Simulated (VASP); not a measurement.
# MnSi4C (F-43m) in VASP: notebook

The runs below take MnSi4C through single point, with PBE.

All numbers are computed with VASP 6.6.1; they aren't measurements. Logs are shortened: lines on timing, memory, paths and dates and some standing lists are left out, and cuts for length are marked.

### Step 1. The cell of the first run

Symmetry: F-43m, No. 216, cubic system. Conventional cell: a = 6.890 Å, b = 6.890 Å, c = 6.890 Å, α = 90.00°, β = 90.00°, γ = 90.00°. Within 3.8 Å of Mn (site symmetry -43m) lie 12 Si at 2.86 Å and 4 C at 2.98 Å. Si (site symmetry 3m) has 6 Si at 2.43 to 2.44 Å and 3 C at 2.86 Å and 3 Mn at 2.86 Å within 3.2 Å. C (site symmetry -43m) has 12 Si at 2.86 Å and 4 Mn at 2.98 Å within 3.8 Å.

The cell was generated, and may not be a known phase.

### Step 2. Single point, PBE, collinear spin, ferromagnetic start

Input file INCAR:

```
ALGO = Normal
EDIFF = 1E-7
ENCUT = 520
GGA = PE
ISIF = 2
ISMEAR = 0
ISPIN = 2
LASPH = T
LCHARG = F
LMAXMIX = 4
LORBIT = 11
LREAL = F
LWAVE = F
MAGMOM = 4 0 0 0 0 0
NBANDS = 30
NELM = 150
PREC = Accurate
SIGMA = 0.1
```

Input file KPOINTS:

```
k-points
0
Gamma
  4 4 4
```

Input file POSCAR:

```
MnSi4C
1.0
    0.0000000000      3.4447857781      3.4447857781
    3.4447857781      0.0000000000      3.4447857781
    3.4447857781      3.4447857781      0.0000000000
Mn Si C
1 4 1
Direct
    0.7500000000      0.7500000000      0.7500000000
    0.8757571803      0.3747476066      0.3747476066
    0.3747476066      0.3747476066      0.3747476066
    0.3747476066      0.8757571803      0.3747476066
    0.3747476066      0.3747476066      0.8757571803
    0.0000000000      0.0000000000      0.0000000000
```

Potentials or basis: VASP PAW PBE potentials, release 64 (Mn_pv, Si, C).

The run is started by

```console
> cat potpaw_PBE.64/Mn_pv/POTCAR potpaw_PBE.64/Si/POTCAR potpaw_PBE.64/C/POTCAR > POTCAR
> mpirun -np 1 vasp_std > vasp.out
```

OUTCAR:

```text
EDIFF = 1E-7
   ENCUT = 520
   GGA = PE
   ISIF = 2
   ISMEAR = 0
   ISPIN = 2
   LASPH = T
   LORBIT = 11
   LREAL = F
   NELM = 150
   PREC = Accurate

 ion  position               nearest neighbor table
   1  0.750  0.750  0.750-   2 2.86   4 2.86   5 2.86   3 2.86   3 2.86   3 2.86   4 2.86   2 2.86
                             4 2.86   5 2.86   5 2.86   2 2.86
   2  0.876  0.375  0.375-   3 2.43   4 2.43   5 2.43   4 2.44   5 2.44   3 2.44   1 2.86   1 2.86
                             1 2.86
   3  0.375  0.375  0.375-   2 2.43   4 2.43   5 2.43   2 2.44   4 2.44   5 2.44   1 2.86   1 2.86
                             1 2.86
   4  0.375  0.876  0.375-   2 2.43   3 2.43   5 2.43   2 2.44   5 2.44   3 2.44   1 2.86   1 2.86
                             1 2.86
   5  0.375  0.375  0.876-   2 2.43   3 2.43   4 2.43   4 2.44   2 2.44   3 2.44   1 2.86   1 2.86
                             1 2.86
   6  0.000  0.000  0.000-

  LATTYP: Found a face centered cubic cell.
 ALAT       =     6.8895715562

  Lattice vectors:

 A1 = (   0.0000000000,   3.4447857781,   3.4447857781)
 A2 = (   3.4447857781,   0.0000000000,   3.4447857781)
 A3 = (   3.4447857781,   3.4447857781,   0.0000000000)

Analysis of symmetry for initial positions (statically):
=====================================================================
 Subroutine PRICEL returns:
 Original cell was already a primitive cell.

 Routine SETGRP: Setting up the symmetry group for a
 face centered cubic supercell.

 Subroutine GETGRP returns: Found 24 space group operations
 (whereof 24 operations were pure point group operations)
 out of a pool of 48 trial point group operations.

The static configuration has the point symmetry T_d .

Analysis of symmetry for dynamics (positions and initial velocities):
=====================================================================
 Subroutine PRICEL returns:
 Original cell was already a primitive cell.

 Routine SETGRP: Setting up the symmetry group for a
 face centered cubic supercell.

 Subroutine GETGRP returns: Found 24 space group operations
 (whereof 24 operations were pure point group operations)
 out of a pool of 48 trial point group operations.

The dynamic configuration has the point symmetry T_d .

Analysis of structural, dynamic, and magnetic symmetry:
=====================================================================
 Subroutine PRICEL returns:
 Original cell was already a primitive cell.

 Routine SETGRP: Setting up the symmetry group for a
 face centered cubic supercell.

 Subroutine GETGRP returns: Found 24 space group operations
 (whereof 24 operations were pure point group operations)
 out of a pool of 48 trial point group operations.

The overall configuration has the point symmetry T_d .

 Subroutine INISYM returns: Found 24 space group operations
 (whereof 24 operations are pure point group operations),
 and found     1 'primitive' translations

----------------------------------------------------------------------------------------

                                     Primitive cell

  volume of cell :      81.7554

  direct lattice vectors                    reciprocal lattice vectors
     0.000000000  3.444785778  3.444785778    -0.145146907  0.145146907  0.145146907
     3.444785778  0.000000000  3.444785778     0.145146907 -0.145146907  0.145146907
     3.444785778  3.444785778  0.000000000     0.145146907  0.145146907 -0.145146907

  length of vectors
     4.871662767  4.871662767  4.871662767     0.251401817  0.251401817  0.251401817

  position of ions in fractional coordinates (direct lattice)
     0.750000000  0.750000000  0.750000000
     0.875757180  0.374747607  0.374747607
     0.374747607  0.374747607  0.374747607
     0.374747607  0.875757180  0.374747607
     0.374747607  0.374747607  0.875757180
     0.000000000  0.000000000  0.000000000

  ion indices of the primitive-cell ions
   primitive index   ion index
                 1           1
                 2           2
                 3           3
                 4           4
                 5           5
                 6           6

----------------------------------------------------------------------------------------

 KPOINTS: k-points

Automatic generation of k-mesh.
 Grid dimensions read from file:
 generate k-points for:    4    4    4

 Generating k-lattice:

  Cartesian coordinates                     Fractional coordinates (reciprocal lattice)
    -0.036286727  0.036286727  0.036286727     0.250000000  0.000000000  0.000000000
     0.036286727 -0.036286727  0.036286727     0.000000000  0.250000000  0.000000000
     0.036286727  0.036286727 -0.036286727     0.000000000  0.000000000  0.250000000

  Length of vectors
     0.062850454  0.062850454  0.062850454

  Shift w.r.t. Gamma in fractional coordinates (k-lattice)
     0.000000000  0.000000000  0.000000000

 Subroutine IBZKPT returns following result:
 ===========================================

 Found      8 irreducible k-points:

 Following reciprocal coordinates:
            Coordinates               Weight
  0.000000  0.000000  0.000000      1.000000
  0.250000  0.000000  0.000000      8.000000
  0.500000  0.000000  0.000000      4.000000
  0.250000  0.250000  0.000000      6.000000
  0.500000  0.250000  0.000000     24.000000
 -0.250000  0.250000  0.000000     12.000000
  0.500000  0.500000  0.000000      3.000000
 -0.250000  0.500000  0.250000      6.000000
   k-points           NKPTS =      8   k-points in BZ     NKDIM =      8   number of bands    NBANDS=     30
   number of dos      NEDOS =    301   number of ions     NIONS =      6
   total plane-waves  NPLWV =  46656
   dimension x,y,z NGX =    36 NGY =   36 NGZ =   36
   dimension x,y,z NGXF=    72 NGYF=   72 NGZF=   72
   ions per type =               1   4   1
   NGX,Y,Z   is equivalent  to a cutoff of  12.29, 12.29, 12.29 a.u.
   NGXF,Y,Z  is equivalent  to a cutoff of  24.57, 24.57, 24.57 a.u.
 SYSTEM =  unknown system
   PREC   = accura    normal or accurate (medium, high low for compatibility)
   ISTART =      0    job   : 0-new  1-cont  2-samecut
   ICHARG =      2    charge: 1-file 2-atom 10-const
   ISPIN  =      2    spin polarized calculation?
   LNONCOLLINEAR =      F non collinear calculations
   LSORBIT =      F    spin-orbit coupling
   LASPH  =      T    aspherical Exc in radial PAW
   ENCUT  =  520.0 eV  38.22 Ry    6.18 a.u.   9.06  9.06  9.06*2*pi/ulx,y,z
   NELM   =    150;   NELMIN=  2; NELMDL= -5     # of ELM steps
   EDIFF  = 0.1E-06   stopping-criterion for ELM
   LREAL  =      F    real-space projection
   EDIFFG = 0.1E-05   stopping-criterion for IOM
   NSW    =      0    number of steps for IOM
   IBRION =     -1    ionic relax: 0-MD 1-quasi-New 2-CG
   NFREE  =      0    steps in history (QN), initial steepest desc. (CG)
   ISIF   =      2    stress and relaxation
   ISYM   =      2    0-nonsym 1-usesym 2-fastsym
   POTIM  = 0.5000    time-step for ionic-motion
   TEBEG  =    0.0;   TEEND  =   0.0 temperature during run
   PSTRESS=    0.0 pullay stress
   NELECT =      33.0000    total number of electrons
   NUPDOWN=      -1.0000    fix difference up-down
   EMIN   =  10.00;   EMAX   =-10.00  energy-range for DOS
   EFERMI =   0.00;   METHOD = LEGACY
   ISMEAR =     0;   SIGMA  =   0.10  broadening in eV -4-tet -1-fermi 0-gaus
   EFERMI_NEDOS =   21; number of points for ismear=-14 and -15
   IALGO  =     38    algorithm
   IMIX   =      4    mixing-type and parameters
     AMIX     =   0.40;   BMIX     =  1.00
     AMIX_MAG =   1.60;   BMIX_MAG =  1.00
  volume/ion in A,a.u.               =      13.63        91.95
  Fermi-wavevector in a.u.,A,eV,Ry     =   1.209875  2.286333 19.916183  1.463798
  Thomas-Fermi vector in A             =   2.345439
   LORBIT       =     11    0 simple, 1 ext, 2 COOP (PROOUT), +10 PAW based schemes
   GGA     = PE    functional components
   LHFCALC =     F    Hartree Fock is set to
   AEXX    =    0.0000 exact exchange contribution
   IVDW    =     0    specifies the selected vdW correction
   LEPSILON=     F    determine dielectric tensor
   LRPA    =     F    only Hartree local field effects (RPA)
 spin polarized calculation
 Gauss-broadening in eV      SIGMA  =   0.10
  energy-cutoff  :      520.00
  volume of cell :       81.76
 maximum number of plane-waves:      2229
   NGX = 19   NGY = 19   NGZ = 19

 number of electron      33.0000017 magnetization       2.8794447

 Free energy of the ion-electron system (eV)
  ---------------------------------------------------
  ext. energy  EPLUGINS =         0.00000000
  ---------------------------------------------------
  free energy    TOTEN  =       -32.66918317 eV

  energy without entropy =      -32.64385150  energy(sigma->0) =      -32.65651733

 E-fermi :   9.0867     XC(G=0): -11.3082

 val. band max:        9.0526202864   @ k =  -0.2500   0.2500   0.0000
 cond. band min:       9.1076370928   @ k =   0.5000   0.2500   0.0000
 fundamental gap:      0.0550168064
 Fermi energy:         9.0866535983

 spin component 1

 k-point     1 :       0.0000    0.0000    0.0000
  band No.  band energies     occupation
      1     -40.7394      1.00000
      2     -40.7394      1.00000
      3     -40.7394      1.00000
      4      -5.3529      1.00000
      5       0.7256      1.00000
      6       1.7002      1.00000
[... 20 lines left out ...]
     27      18.1071      0.00000
     28      18.1098      0.00000

 k-point     2 :       0.2500    0.0000    0.0000
  band No.  band energies     occupation
      1     -40.7394      1.00000
      2     -40.7394      1.00000
      3     -40.7394      1.00000
      4      -4.8549      1.00000
      5      -0.7021      1.00000
      6       0.8280      1.00000
[... 178 lines left out ...]
 k-point     8 :      -0.2500    0.5000    0.2500
  band No.  band energies     occupation
      1     -40.7395      1.00000
      2     -40.7395      1.00000
      3     -40.7394      1.00000
      4      -2.7079      1.00000
      5      -2.6934      1.00000
      6      -1.2595      1.00000
[... 20 lines left out ...]
     27      15.1555      0.00000
     28      15.3638      0.00000
 Fermi energy:         9.0866535983

 spin component 2

 k-point     1 :       0.0000    0.0000    0.0000
  band No.  band energies     occupation
      1     -37.1137      1.00000
      2     -37.1137      1.00000
      3     -37.1137      1.00000
      4      -5.4252      1.00000
      5       0.3847      1.00000
      6       1.5522      1.00000
[... 20 lines left out ...]
     27      18.0531      0.00000
     28      18.0561      0.00000

 k-point     2 :       0.2500    0.0000    0.0000
  band No.  band energies     occupation
      1     -37.1138      1.00000
      2     -37.1137      1.00000
      3     -37.1137      1.00000
      4      -4.9261      1.00000
      5      -0.8632      1.00000
      6       0.5913      1.00000
[... 178 lines left out ...]
 k-point     8 :      -0.2500    0.5000    0.2500
  band No.  band energies     occupation
      1     -37.1139      1.00000
      2     -37.1139      1.00000
      3     -37.1138      1.00000
      4      -2.7399      1.00000
      5      -2.7140      1.00000
      6      -1.6388      1.00000
[... 20 lines left out ...]
     27      15.3020      0.00000
     28      15.4615      0.00000
 [bands above 28 left out]

------------------------ aborting loop because EDIFF is reached ----------------------------------------

  FORCE on cell =-STRESS in cart. coord.  units (eV):
  Direction    XX          YY          ZZ          XY          YZ          ZX
  --------------------------------------------------------------------------------------
  -------------------------------------------------------------------------------------
  Total       -0.0965321     -0.0965321     -0.0965321      0.0000000      0.0000000     -0.0000000
  in kB       -1.8917579     -1.8917579     -1.8917579      0.0000000      0.0000000     -0.0000000
  external PRESSURE =      -1.8917579 kB  Pullay stress =       0.0000000 kB

 VOLUME and BASIS-vectors are now :
 -----------------------------------------------------------------------------
  energy-cutoff  :      520.00
  volume of cell :       81.76
      direct lattice vectors                 reciprocal lattice vectors
     0.000000000  3.444785778  3.444785778    -0.145146907  0.145146907  0.145146907
     3.444785778  0.000000000  3.444785778     0.145146907 -0.145146907  0.145146907
     3.444785778  3.444785778  0.000000000     0.145146907  0.145146907 -0.145146907

 POSITION                                       TOTAL-FORCE (eV/Angst)
 -----------------------------------------------------------------------------------
      5.16718      5.16718      5.16718         0.000000      0.000000      0.000000
      2.58185      4.30772      4.30772        -0.004545      0.004545      0.004545
      2.58185      2.58185      2.58185        -0.004545     -0.004545     -0.004545
      4.30772      2.58185      4.30772         0.004545     -0.004545      0.004545
      4.30772      4.30772      2.58185         0.004545      0.004545     -0.004545
      0.00000      0.00000      0.00000         0.000000      0.000000      0.000000
 -----------------------------------------------------------------------------------
    total drift:                                0.000000      0.000000     -0.000001

  FREE ENERGIE OF THE ION-ELECTRON SYSTEM (eV)
  ---------------------------------------------------
  free  energy   TOTEN  =       -32.6691831732 eV

  energy  without entropy=      -32.6438514962  energy(sigma->0) =      -32.65651733

 total charge

# of ion       s       p       d       tot
------------------------------------------
    1        0.212   6.159   5.069  11.440
    2        0.798   0.813   0.000   1.611
    3        0.798   0.813   0.000   1.611
    4        0.798   0.813   0.000   1.611
    5        0.798   0.813   0.000   1.611
    6        1.029   1.025   0.000   2.055
--------------------------------------------------
tot          4.431  10.437   5.069  19.938

 magnetization (x)

# of ion       s       p       d       tot
------------------------------------------
    1        0.030   0.016   3.364   3.410
    2        0.011  -0.024   0.000  -0.014
    3        0.011  -0.024   0.000  -0.014
    4        0.011  -0.024   0.000  -0.014
    5        0.011  -0.024   0.000  -0.014
    6        0.000  -0.230   0.000  -0.230
--------------------------------------------------
tot          0.072  -0.310   3.364   3.126
```

It took 2.6 min on 1 thread of Oxide Virtual Turin-like, shared host; peak memory 0.21 GiB.

What came out:

```
Free energy                                           : -32.6692 eV
Pressure                                              : -0.2 GPa
Largest force                                         : 0.008 eV/Å
Net moment                                            : 2.88 μB per cell
Site moments                                          : Mn +3.41; Si -0.01; C -0.23 μB
Valence electrons inside the program's atomic spheres : Mn 11.44; Si 1.61; C 2.06
```

Forces on the atoms (eV/Å):
```
Mn   0.000  0.000  0.000
Si  -0.005  0.005  0.005
Si  -0.005 -0.005 -0.005
Si   0.005 -0.005  0.005
Si   0.005  0.005 -0.005
C    0.000  0.000  0.000
```

Levels at points of the mesh, in eV from the Fermi level:
Spin up:
| k point | band 15 | band 16 | band 17 | band 18 | band 19 | band 20 |
| --- | --- | --- | --- | --- | --- | --- |
| (0.00, 0.00, 0.00) | -1.30 | -1.30 | -1.30 | -0.99 | -0.99 | -0.99 |
| (0.50, 0.00, 0.00) | -1.60 | -1.60 | -1.26 | 0.70 | 0.70 | 0.92 |
| (0.50, 0.50, 0.00) | -2.00 | 0.27 | 0.27 | 0.85 | 0.85 | 0.87 |
Spin down:
| k point | band 13 | band 14 | band 15 | band 16 | band 17 | band 18 |
| --- | --- | --- | --- | --- | --- | --- |
| (0.00, 0.00, 0.00) | -2.78 | -2.78 | -1.24 | -1.24 | -1.24 | 1.05 |
| (0.50, 0.00, 0.00) | -1.45 | -1.45 | 0.52 | 0.76 | 0.76 | 1.19 |
| (0.50, 0.50, 0.00) | -1.18 | -0.65 | 0.44 | 0.57 | 0.59 | 0.59 |

Caveat: the k points lie up to 0.39 Å⁻¹ apart.

### Step 3. Single point, PBE, collinear spin, ferromagnetic start

This run uses another cell than the first one, of 16.03 Å³/atom.

Input file INCAR:

```
SYSTEM = MnSi4C
  ALGO = Normal
  EDIFF = 1E-6
  ENCUT = 520
  GGA = PE
  ISIF = 2
  ISMEAR = 0
  ISPIN = 2
  LASPH = .True.
  LCHARG = .False.
  LMAXMIX = 4
  LORBIT = 11
  LREAL = .False.
  LWAVE = .False.
  MAGMOM = 4 0 0 0 0 0
  NBANDS = 30
  NELM = 150
  PREC = Accurate
  SIGMA = 0.1
```

Input file KPOINTS:

```
k-points
0
Gamma
  4 4 4
  0 0 0
```

Input file POSCAR:

```
MnSi4C
1.0
    0.0000000000      3.6366808900      3.6366808900
    3.6366808900      0.0000000000      3.6366808900
    3.6366808900      3.6366808900      0.0000000000
Mn Si C
1 4 1
Direct
    0.7500000000      0.7500000000      0.7500000000
    0.8754939700      0.3748353400      0.3748353400
    0.3748353400      0.3748353400      0.3748353400
    0.3748353400      0.8754939700      0.3748353400
    0.3748353400      0.3748353400      0.8754939700
    0.0000000000      0.0000000000      0.0000000000
```

Potentials or basis: VASP PAW PBE potentials, release 64 (Mn_pv, Si, C).

The run is started by

```console
> cat potpaw_PBE.64/Mn_pv/POTCAR potpaw_PBE.64/Si/POTCAR potpaw_PBE.64/C/POTCAR > POTCAR
> mpirun -np 1 vasp_std > vasp.out
```

Run time: 3.5 min. Hardware: 1 thread of Oxide Virtual Turin-like, shared host; peak memory 0.26 GiB.

The run converged. Its results:

| Quantity | Value |
| --- | --- |
| Free energy | -32.0772 eV |
| Pressure | -11.1 GPa |
| Largest force | 0.042 eV/Å |
| Net moment | 2.78 μB per cell |
| Site moments | Mn +3.75; Si -0.03; C -0.39 μB |
| Valence electrons inside the program's atomic spheres | Mn 11.32; Si 1.54; C 2.03 |

Forces in eV/Å, atoms in the order of the input:
```
Mn   0.000  0.000  0.000
Si  -0.024  0.024  0.024
Si  -0.024 -0.024 -0.024
Si   0.024 -0.024  0.024
Si   0.024  0.024 -0.024
C    0.000  0.000  0.000
```

Levels at points of the mesh, in eV from the Fermi level:
Spin up:
```tsv
k point	band 13	band 14	band 15	band 16	band 17	band 18	band 19	band 20	band 21	band 22
(0.00, 0.00, 0.00)	-3.46	-3.46	-1.72	-1.72	-1.72	-0.51	-0.51	-0.51	-0.09	-0.09
(0.50, 0.00, 0.00)	-2.86	-2.42	-1.98	-1.98	-0.85	0.50	0.50	0.78	0.78	0.92
(0.50, 0.50, 0.00)	-2.72	-2.63	-2.11	0.23	0.23	0.69	0.69	0.96	1.03	1.09
```
Spin down:
```
           k point  band 13  band 14  band 15  band 16  band 17  band 18
(0.00, 0.00, 0.00)    -2.33    -2.33    -1.03    -1.03    -1.03     0.90
(0.50, 0.00, 0.00)    -1.18    -1.18     0.55     0.55     0.56     1.15
(0.50, 0.50, 0.00)    -0.82    -0.36     0.20     0.27     0.27     0.64
```

Caveat: the k points lie up to 0.37 Å⁻¹ apart.
